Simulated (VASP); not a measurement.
Crystal: SrFeO4.

```xyz
6
Lattice="4.7533 0.0000 0.0000 -2.3766 4.1165 0.0000 0.0000 0.0000 3.8980" Properties=species:S:1:pos:R:3 pbc="T T T"
Sr    0.0000    0.0000    0.0000
Fe    0.0000    2.7443    0.0000
O     2.3766    1.3722    0.0000
O     0.0000    4.1078    1.9490
O    -1.1808    2.0626    1.9490
O     1.1808    2.0626    1.9490
```

- Program: VASP 6.6.1
- Task: relaxation of cell and atoms
- Functional: PBE
- Potentials or basis: VASP PAW PBE potentials, release 64 (Sr_sv, Fe, O)
- Cutoff: 600 eV
- k mesh: 6 × 6 × 4
- Occupations: gaussian, width 0.1 eV
- Spin: collinear spin, ferromagnetic start
- Starting moments: [0.0, 4.0, 0.0, 0.0, 0.0, 0.0] μB

At the start: pressure -8.8 GPa; volume 12.71 Å³/atom.

Problem. Where does the relaxation end?

Solution. Over 19 steps the energy falls by 603.4 meV/atom and the volume is 11.74 Å³/atom (-7.6 %); space group P-6m2 (No. 187, to 0.05 Å); moment 1.33 μB per cell.

Step by step:
```
step  energy change (eV)  largest force (eV/Å)  pressure (GPa)  volume (Å³)
   1              0.0000                1.4324           -8.78        76.27
   2             -1.2332                0.5164           -0.13        68.66
   3              5.8416               13.4389          156.77        46.76
   4             -1.5731                0.3884            2.28        66.30
   5             -1.6891                3.1138           36.19        56.39
   6             -1.9990                0.3372           10.09        62.31
   7             -2.0724                1.2732           18.61        59.83
   8             -2.4168                1.9546           22.92        59.26
   9             -2.4624                2.4189           27.01        58.79
  10             -3.1791                0.9555           15.76        62.36
  11             -3.4797                0.2063            8.14        65.39
  12             -3.5057                1.0549           -2.69        71.64
  13             -3.5862                0.5180            1.78        68.75
  14             -3.5862                0.4750            2.17        68.55
  15             -3.6025                0.3499            1.40        69.10
  16             -3.6185                0.0072           -0.51        70.78
  17             -3.6191                0.0470           -0.19        70.52
  18             -3.6202                0.0133           -0.07        70.48
  19             -3.6206                0.0289            0.15        70.44
```

Final structure:
```
Sr Fe O
1.0
     5.31247    0.00000    0.00000
    -2.65623    4.60073    0.00000
     0.00000    0.00000    2.88196
Sr Fe O
1 1 4
Direct
  0.00000 0.00000 0.00000
  0.33333 0.66667 0.00000
  0.66667 0.33333 0.00000
  0.48118 0.96236 0.50000
  0.03764 0.51882 0.50000
  0.48118 0.51882 0.50000
```

Caveat: the k points lie up to 0.55 Å⁻¹ apart in the final cell; a cell with one magnetic atom can't hold antiferromagnetic order, which such compounds often take.
